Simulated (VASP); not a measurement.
# Mg3CdTe4 (P3m1) in VASP: further runs, part 2 of 2

VASP 6.6.1. The steps go on from the part before.

## Step 4: Relaxation of cell and atoms, PBE

This run uses another cell than the first one, of 34.61 Å³/atom.

File INCAR:

```
SYSTEM = Mg3CdTe4
PREC     = Accurate       ! precision mode
ENCUT    = 600            ! plane-wave cutoff, eV
EDIFF    = 1E-6           ! SCF threshold, eV
ISMEAR   = 0              ! smearing method
SIGMA    = 0.02           ! smearing width, eV
LREAL    = .FALSE.        ! projectors in reciprocal space
LASPH    = .TRUE.         ! aspherical terms in the spheres
NELM     = 100            ! most SCF steps
ALGO     = Normal         ! electronic algorithm
ISIF     = 3              ! what is computed and relaxed
LWAVE    = .FALSE.        ! write WAVECAR
LCHARG   = .FALSE.        ! write CHGCAR
GGA      = PE             ! functional
IBRION   = 2              ! ionic algorithm
NSW      = 100            ! ionic steps
EDIFFG   = -0.01          ! ionic threshold
```

File KPOINTS:

```
regular mesh
0
G
  6 6 2
  0 0 0
```

File POSCAR:

```
Mg3CdTe4
1.0
    4.6125316856      0.0000000000      0.0000000000
   -2.3062658428      3.9945696155      0.0000000000
    0.0000000000      0.0000000000     15.0257508595
Mg Cd Te
3 1 4
Direct
    0.3333333333      0.6666666667      0.9993895894
    0.6666666667      0.3333333333      0.2471398398
    0.6666666667      0.3333333333      0.7510916066
    0.3333333333      0.6666666667      0.5013318396
    0.3333333333      0.6666666667      0.1867950531
    0.3333333333      0.6666666667      0.6911357039
    0.6666666667      0.3333333333      0.4344548068
    0.6666666667      0.3333333333      0.9386615209
```

Potentials or basis: VASP PAW PBE potentials, release 64 (Mg, Cd, Te).

The run is started by

```console
cat potpaw_PBE.64/Mg/POTCAR potpaw_PBE.64/Cd/POTCAR potpaw_PBE.64/Te/POTCAR > POTCAR
mpirun -np 1 vasp_std > vasp.out
```

OUTCAR:

```text
SYSTEM = Mg3CdTe4
   PREC = Accurate
   ENCUT = 600
   EDIFF = 1E-6
   ISMEAR = 0
   LREAL = .FALSE.
   LASPH = .TRUE.
   NELM = 100
   ISIF = 3
   GGA = PE
   IBRION = 2
   NSW = 100
   EDIFFG = -0.01

 ion  position               nearest neighbor table
   1  0.333  0.667  0.999-   8 2.82   8 2.82   8 2.82   5 2.82
   2  0.667  0.333  0.247-   5 2.81   5 2.81   5 2.81   7 2.81
   3  0.667  0.333  0.751-   6 2.81   6 2.81   6 2.81   8 2.82
   4  0.333  0.667  0.501-   7 2.85   7 2.85   7 2.85   6 2.85
   5  0.333  0.667  0.187-   2 2.81   2 2.81   2 2.81   1 2.82
   6  0.333  0.667  0.691-   3 2.81   3 2.81   3 2.81   4 2.85
   7  0.667  0.333  0.434-   2 2.81   4 2.85   4 2.85   4 2.85
   8  0.667  0.333  0.939-   1 2.82   1 2.82   1 2.82   3 2.82

  LATTYP: Found a hexagonal cell.
 ALAT       =     4.6125316856
 C/A-ratio  =     3.2575929844
[... 191 lines left out ...]
  -------------------------------------------------------------------------------------
  Total        0.5683798      0.5683798      0.6101115     -0.0000000      0.0000000     -0.0000000
  in kB        3.2893012      3.2893012      3.5308092     -0.0000000      0.0000000     -0.0000000
  external PRESSURE =       3.3698039 kB  Pullay stress =       0.0000000 kB
[... 197 lines left out ...]
--------------------------------------- Ionic step        6  -------------------------------------------

 number of electron      41.9999998 magnetization

 Free energy of the ion-electron system (eV)
  ---------------------------------------------------
  ext. energy  EPLUGINS =         0.00000000
  ---------------------------------------------------
  free energy    TOTEN  =       -24.00537904 eV

  energy without entropy =      -24.00537904  energy(sigma->0) =      -24.00537904

 E-fermi :   2.0162     XC(G=0):  -7.8963

 val. band max:        1.9287542786   @ k =   0.0000   0.0000   0.0000
 cond. band min:       3.5126989653   @ k =   0.0000   0.0000   0.0000
 fundamental gap:      1.5839446867
 Fermi energy:         2.0162427407

 k-point     1 :       0.0000    0.0000    0.0000
  band No.  band energies     occupation
      1      -8.5771      2.00000
      2      -8.3740      2.00000
      3      -8.2750      2.00000
      4      -8.0112      2.00000
      5      -5.9250      2.00000
      6      -5.9250      2.00000
[... 430 lines left out ...]
  FREE ENERGIE OF THE ION-ELECTRON SYSTEM (eV)
  ---------------------------------------------------
  free  energy   TOTEN  =       -24.0053790381 eV

  energy  without entropy=      -24.0053790381  energy(sigma->0) =      -24.00537904

 reached required accuracy - stopping structural energy minimisation
```

OSZICAR:

```text
N       E                     dE             d eps       ncg     rms          rms(c)
DAV:   1     0.225036686665E+03    0.22504E+03   -0.16725E+04   728   0.143E+03
DAV:   2    -0.739094608705E+01   -0.23243E+03   -0.22827E+03   898   0.239E+02
DAV:   3    -0.244905927670E+02   -0.17100E+02   -0.17037E+02   854   0.663E+01
DAV:   4    -0.248412538033E+02   -0.35066E+00   -0.35042E+00   996   0.955E+00
[... 38 lines left out ...]
   5 F= -.24005360E+02 E0= -.24005360E+02  d E =-.283924E-04
       N       E                     dE             d eps       ncg     rms          rms(c)
DAV:   1    -0.240053732870E+02   -0.13083E-04   -0.92463E-03   740   0.460E-01    0.262E-02
DAV:   2    -0.240053796806E+02   -0.63936E-05   -0.11715E-04   896   0.587E-02    0.816E-03
DAV:   3    -0.240053790381E+02    0.64254E-06   -0.62626E-06   918   0.137E-02
   6 F= -.24005379E+02 E0= -.24005379E+02  d E =-.474594E-04
```

Wall time 15 min (1 thread of Intel Xeon 8259CL, shared host); peak memory 0.58 GiB.

What came out:

* Free energy: -24.0054 eV
* Relaxed volume: 34.94 Å³/atom
* Relaxed cell: a = 4.627 Å, b = 4.627 Å, c = 15.077 Å, α = 90.00°, β = 90.00°, γ = 120.00°
* Space group after relaxing (to 0.1 Å): P3m1 (No. 156)
* Energy gained by relaxing: 0.4 meV/atom
* Ionic steps: 6
* Pressure after relaxing: 0.0 GPa
* Largest force after relaxing: 0.005 eV/Å
* Band gap on the k mesh: 1.58 eV

Forces in eV/Å, atoms in the order of the input:
```
Mg   0.000  0.000 -0.004
Mg   0.000  0.000 -0.004
Mg   0.000  0.000  0.004
Cd   0.000  0.000  0.004
Te   0.000  0.000 -0.001
Te   0.000  0.000  0.001
Te   0.000  0.000 -0.005
Te   0.000  0.000  0.004
```

The path:
| step | energy change (eV) | largest force (eV/Å) | pressure (GPa) | volume (Å³) |
| --- | --- | --- | --- | --- |
| 1 | 0.0000 | 0.0372 | 0.34 | 276.85 |
| 2 | -0.0028 | 0.0164 | -0.03 | 279.78 |
| 3 | -0.0028 | 0.0183 | 0.00 | 279.52 |
| 4 | -0.0028 | 0.0179 | 0.00 | 279.57 |
| 5 | -0.0028 | 0.0115 | -0.01 | 279.56 |
| 6 | -0.0029 | 0.0047 | -0.01 | 279.54 |

Final structure:
```yaml
crystal:
  lattice:
    - [4.62706, 0.00000, 0.00000]
    - [-2.31353, 4.00715, 0.00000]
    - [0.00000, 0.00000, 15.07674]
  atoms:
    - { symbol: Mg, position: [0.33333, 0.66667, 0.99946] }
    - { symbol: Mg, position: [0.66667, 0.33333, 0.24704] }
    - { symbol: Mg, position: [0.66667, 0.33333, 0.75119] }
    - { symbol: Cd, position: [0.33333, 0.66667, 0.50118] }
    - { symbol: Te, position: [0.33333, 0.66667, 0.18670] }
    - { symbol: Te, position: [0.33333, 0.66667, 0.69140] }
    - { symbol: Te, position: [0.66667, 0.33333, 0.43446] }
    - { symbol: Te, position: [0.66667, 0.33333, 0.93858] }
```

Levels at points of the mesh, in eV from the valence-band top:
```csv
k point,band 19,band 20,band 21,band 22,band 23,band 24
"(0.00, 0.00, 0.00)",-0.18,0.00,0.00,1.58,2.44,2.84
"(0.50, 0.00, 0.00)",-1.08,-1.06,-0.64,2.50,2.89,2.96
"(0.00, 0.00, 0.50)",-0.40,-0.01,-0.01,1.96,2.68,2.71
"(0.50, 0.00, 0.50)",-0.94,-0.88,-0.73,2.43,2.90,2.98
```

Caveat: spin-orbit coupling is left out, which moves the levels of the heavy elements. A k mesh can miss the band edges.

## Step 5: The runs side by side

| task | cell | cutoff (eV) | smearing | gap on the mesh (eV) | pressure (GPa) | relaxed volume (Å³/atom) | largest force (eV/Å) |
| --- | --- | --- | --- | --- | --- | --- | --- |
| single point | a = 4.628, b = 4.628, c = 15.072 Å, angles 90.0, 90.0, 120.0°, 8 atoms, atomic positions A | 520 | gaussian 0.02 eV | 1.58 | 0.0 | - | 0.02 |
| relaxation of cell and atoms | relaxed from a = 4.218, b = 4.218, c = 13.842 Å, angles 90.0, 90.0, 120.0°, 8 atoms, atomic positions B | 600 | gaussian 0.1 eV | 1.58 | 0.0 | 34.96 | 0.03 |
| relaxation of cell and atoms | relaxed from a = 4.613, b = 4.613, c = 15.026 Å, angles 90.0, 90.0, 120.0°, 8 atoms, atomic positions C | 600 | gaussian 0.02 eV | 1.58 | 0.0 | 34.94 | - |

Alike in all rows: level PBE; potentials or basis VASP PAW PBE potentials, release 64 (Mg, Cd, Te); no spin polarisation; k mesh 6 × 6 × 2.

Caveats: spin-orbit coupling is left out, which moves the levels of the heavy elements; the volume moved by over 15 % at a fixed basis, so the end points are rough (at least some runs).

Total energies depend on the potentials used, so only differences within one code and one set of settings carry meaning.
